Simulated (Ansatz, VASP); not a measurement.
**Hf in VASP and in Ansatz**

File INCAR:

```
SYSTEM = Hf
ALGO = Normal ; EDIFF = 1E-6
ENCUT = 520 ; GGA_COMPAT = .False.
ISIF = 2 ; ISMEAR = -1
LASPH = .True. ; LCHARG = .True.
LMAXMIX = 4 ; LORBIT = 11
LORBMOM = .True. ; LREAL = .False.
LSORBIT = .True. ; LVHAR = .True.
LWAVE = .False. ; MAGMOM = 0 0 0
NBANDS = 21 ; NELM = 150
PREC = Accurate ; SIGMA = 0.05
```

File KPOINTS:

```
k-points
0
Gamma
  7 7 7
  0 0 0
```

The input POSCAR:

```
Hf
1.0
    0.0000000000      2.2200000000      2.2200000000
    2.2200000000      0.0000000000      2.2200000000
    2.2200000000      2.2200000000      0.0000000000
Hf
1
Direct
    0.0000000000      0.0000000000      0.0000000000
```

Contents of input.yaml:

```yaml
crystal:
  lattice:
    - [0.0, 2.22, 2.22]
    - [2.22, 0.0, 2.22]
    - [2.22, 2.22, 0.0]
  atoms:
    - { symbol: Hf, position: [0.0, 0.0, 0.0] }
hamiltonian:
  xc: lda
  pseudopotentials: { kind: paw_fr }
magnetization:
  noncollinear: true
  spin_orbit: true
kpoints:
  mp_grid: { grid: [7, 7, 7] }
  band_path:
    path:
      - [[0.0, 0.0, 0.0], [0.5, 0.0, 0.5], [0.5, 0.25, 0.75], [0.375, 0.375, 0.75], [0.0, 0.0, 0.0], [0.5, 0.5, 0.5], [0.625, 0.25, 0.625], [0.5, 0.25, 0.75], [0.5, 0.5, 0.5], [0.375, 0.375, 0.75]]
      - [[0.625, 0.25, 0.625], [0.5, 0.0, 0.5]]
    npoints: 14
scf:
  occupations: { method: fermi_dirac, width: 0.05 }
  n_extra_bands: 6
output:
  forces: true
  stress: true
  eigenvalues: true
  fatbands: false
  write_density: true
  write_potential: true
  elf: true
  volumetric_format: npy
```

Alike in both runs: functional LDA; k mesh 7 × 7 × 7; occupations fermi-dirac, width 0.05 eV; non-collinear spin, spin-orbit coupling.

```csv
,VASP,Ansatz
version,VASP 6.6.1,Ansatz 0.2.0
potentials or method,"VASP PAW LDA potentials, release 64 (Hf_pv)",Ansatz PAW
plane-wave cutoff (eV),520,420
valence electrons in the cell,10,26
task,single point,band structure
```

```tsv
	VASP	Ansatz	Ansatz less VASP
pressure (GPa)	-5.7	-5.6	+0.04
net moment per atom (μB)	0.00	0.00	0.000
```

LDA's correlation is that of Perdew and Zunger in VASP and of Perdew and Wang (1992) in Ansatz. VASP's potentials hold 10 valence electrons a cell and Ansatz's 26, so a difference there can come from the potentials and not from the codes.
